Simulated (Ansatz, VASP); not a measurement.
## CdS in VASP and in Ansatz

Contents of INCAR:

```
SYSTEM = CdS
PREC = Accurate ; ENCUT = 520
EDIFF = 1E-6 ; ISMEAR = -1
SIGMA = 0.05 ; LREAL = .False.
LASPH = .True. ; NELM = 100
ALGO = Normal ; ISIF = 2
LWAVE = .False. ; LCHARG = .False.
GGA = PE ; NBANDS = 16
```

KPOINTS

```
Automatic mesh
0
Gamma
  4 4 4
  0 0 0
```

File POSCAR:

```
CdS
1.0
    0.0000000000      2.9165000000      2.9165000000
    2.9165000000      0.0000000000      2.9165000000
    2.9165000000      2.9165000000      0.0000000000
Cd S
1 1
Direct
    0.0000000000      0.0000000000      0.0000000000
    0.7500000000      0.7500000000      0.7500000000
```

The input input.yaml:

```yaml
crystal:
  lattice:
    - [0.0, 2.9165, 2.9165]
    - [2.9165, 0.0, 2.9165]
    - [2.9165, 2.9165, 0.0]
  atoms:
    - { symbol: Cd, position: [0.0, 0.0, 0.0] }
    - { symbol: S, position: [0.75, 0.75, 0.75] }
hamiltonian:
  xc: pbe
  pseudopotentials: { kind: paw }
kpoints:
  mp_grid: { grid: [4, 4, 4] }
scf:
  occupations: { method: fermi_dirac, width: 0.05 }
output:
  forces: true
  stress: true
  eigenvalues: true
  write_density: true
  write_potential: true
  elf: true
  volumetric_format: npy
```

Alike in both runs: task single point; functional PBE; k mesh 4 × 4 × 4; occupations fermi-dirac, width 0.05 eV; no spin polarisation.

```csv
,VASP,Ansatz
version,VASP 6.6.1,Ansatz 0.2.0
potentials or method,"VASP PAW PBE potentials, release 64 (Cd, S)",Ansatz PAW
plane-wave cutoff (eV),520,420
valence electrons in the cell,18,26
```

```tsv
	VASP	Ansatz	Ansatz less VASP
gap on the k mesh at the Fermi level (eV)	1.14	1.13	-0.004
least direct gap on the mesh (eV)	1.14	1.13	-0.004
pressure (GPa)	3.4	3.0	-0.36
```

VASP's potentials hold 18 valence electrons a cell and Ansatz's 26, so a difference there can come from the potentials and not from the codes.

The k mesh is coarse, so the values compare programs but aren't converged.
